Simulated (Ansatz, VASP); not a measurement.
**One calculation of MoS2, two programs**

```
Mo S
1.0
     3.18507    0.00000    0.00000
    -1.59253    2.75835    0.00000
     0.88848    0.00000   14.80800
Mo S
2 4
Direct
  0.66707 0.33414 0.25000
  0.33293 0.66586 0.75000
  0.69563 0.33254 0.64448
  0.30437 0.66746 0.35552
  0.63691 0.33254 0.85552
  0.36309 0.66746 0.14448
```

Change from the starting cell: shear of c along a, cell held, atoms relaxed: +6.0 %.

Alike in both runs: functional PBE; k mesh 12 × 12 × 2; occupations gaussian, width 0.02 eV; no spin polarisation.

Ansatz relaxed the structure, and its values are those at the end. VASP's run is a single point on that final structure, the one shown.

|  | VASP | Ansatz |
| --- | --- | --- |
| version | VASP 6.6.1 | Ansatz 0.2.0 |
| potentials or method | VASP PAW PBE potentials, release 64 (Mo_sv, S), cutoff 520 eV | scalar-relativistic, plane waves, PAW |
| valence electrons in the cell | 52 | 52 |

```csv
,VASP,Ansatz,Ansatz less VASP
gap on the k mesh at the Fermi level (eV),1.46,1.44,-0.013
least direct gap on the mesh (eV),1.67,1.66,-0.004
pressure (GPa),-0.1,0.0,+0.11
rms of the force components (eV/Å),0.005,0.001,-0.0045
```

With one functional, cell and mesh, what is left measures potentials, basis and numerics. Ansatz's warnings: stress scf threshold loose.
